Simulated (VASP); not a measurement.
Crystal: GaS.

```
CELL_PARAMETERS angstrom
3.52423 0.00000 0.00000
-1.76211 3.05207 0.00000
0.00000 0.00000 15.23724
ATOMIC_POSITIONS crystal
Ga 0.66667 0.33333 0.83000
Ga 0.33333 0.66667 0.33000
Ga 0.66667 0.33333 0.67000
Ga 0.33333 0.66667 0.17000
S 0.66667 0.33333 0.40000
S 0.33333 0.66667 0.90000
S 0.66667 0.33333 0.10000
S 0.33333 0.66667 0.60000
```

- Program: VASP 6.6.1
- Task: relaxation of cell and atoms
- Functional: optB86b-vdW
- Potentials or basis: VASP PAW PBE potentials, release 64 (Ga_d, S)
- Cutoff: 430 eV
- k mesh: 6 × 6 × 2
- Occupations: gaussian, width 0.03 eV
- Spin: no spin polarisation

At the start: pressure 4.4 GPa; volume 20.49 Å³/atom.

How do energy, volume and symmetry change on relaxing?

Over 33 steps the energy falls by 17.9 meV/atom and the volume is 21.66 Å³/atom (+5.7 %); space group P6_3/mmc (No. 194, to 0.1 Å) before and after.

Step by step:
```csv
step,energy change (eV),largest force (eV/Å),pressure (GPa),volume (Å³)
1,0.0000,0.5236,4.36,163.89
2,-0.0504,0.5735,-2.57,177.47
3,-0.1270,0.1306,0.33,171.31
4,-0.1269,0.1418,0.15,171.47
5,-0.1300,0.0637,-0.10,172.38
6,-0.1300,0.0580,-0.13,172.51
7,-0.1306,0.0298,0.12,172.20
8,-0.1306,0.0279,0.09,172.21
9,-0.1308,0.0165,0.04,172.38
10,-0.1308,0.0173,0.05,172.44
11,-0.1308,0.0183,0.00,172.55
12,-0.1309,0.0181,0.01,172.49
13,-0.1311,0.0096,-0.01,172.65
14,-0.1313,0.0195,-0.04,172.99
15,-0.1315,0.0097,0.05,172.93
16,-0.1315,0.0058,0.07,172.92
17,-0.1315,0.0216,-0.05,173.27
18,-0.1316,0.0092,0.01,173.09
19,-0.1316,0.0106,-0.02,173.11
20,-0.1316,0.0089,0.01,173.09
21,-0.1316,0.0098,0.00,173.10
22,-0.1316,0.0071,-0.08,173.21
23,-0.1316,0.0073,-0.01,173.18
24,-0.1316,0.0076,-0.01,173.19
25,-0.1316,0.0076,-0.01,173.20
26,-0.1316,0.0071,-0.01,173.20
27,-0.1316,0.0070,-0.01,173.20
28,-0.1316,0.0036,0.02,173.18
29,-0.1431,0.0035,0.05,173.18
30,-0.1432,0.0086,-0.22,173.34
31,-0.1431,0.0034,0.21,173.21
32,-0.1432,0.0051,-0.07,173.27
33,-0.1432,0.0041,0.02,173.26
```

Final structure:
```yaml
crystal:
  lattice:
    - [3.59470, 0.00000, 0.00000]
    - [-1.79735, 3.11310, 0.00000]
    - [0.00000, 0.00000, 15.48229]
  atoms:
    - { symbol: Ga, position: [0.66667, 0.33333, 0.82905] }
    - { symbol: Ga, position: [0.33333, 0.66667, 0.32905] }
    - { symbol: Ga, position: [0.66667, 0.33333, 0.67095] }
    - { symbol: Ga, position: [0.33333, 0.66667, 0.17095] }
    - { symbol: S, position: [0.66667, 0.33333, 0.39964] }
    - { symbol: S, position: [0.33333, 0.66667, 0.89964] }
    - { symbol: S, position: [0.66667, 0.33333, 0.10036] }
    - { symbol: S, position: [0.33333, 0.66667, 0.60036] }
```

Where two steps share one volume, the run began anew on that cell with a basis built for it.

Caveat: the PAW data sets were made with another functional, which shifts forces and pressure a little.
